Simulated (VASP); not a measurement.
A run of VASP 6.6.1 is set up as follows.

File INCAR:

```
SYSTEM = Os
ALGO = Normal
EDIFF = 1E-6
ENCUT = 520
GGA = PE
ISIF = 2
ISMEAR = 1
LASPH = .True.
LCHARG = .False.
LREAL = .False.
LWAVE = .False.
NBANDS = 15
NELM = 60
PREC = Accurate
SIGMA = 0.2
```

The input KPOINTS:

```
k-points
0
Gamma
  13 13 7
  0 0 0
```

Contents of POSCAR:

```
Os
1.0
    2.7559294133      0.0000000000      0.0000000000
   -1.3779647066      2.3867048830      0.0000000000
    0.0000000000      0.0000000000      4.3426533301
Os
2
Direct
    0.3333333333      0.6666666667      0.2500000000
    0.6666666667      0.3333333333      0.7500000000
```

Potentials or basis: VASP PAW PBE potentials, release 64 (Os).

Launch:

```console
$ cat potpaw_PBE.64/Os/POTCAR > POTCAR
$ mpirun -np 1 vasp_std > vasp.out
```

Question: Predict the band gap on the k mesh.

Answer: Zero (bands 8 and 9 overlap by 3.69 eV).

Question: Estimate the pressure.

Answer: -0.4 GPa.

Stress tensor (GPa, compression positive):
```
-0.37  0.00  0.00
 0.00 -0.37  0.00
 0.00  0.00 -0.54
```

Caveat: spin-orbit coupling is left out, which moves the levels of the heavy elements.
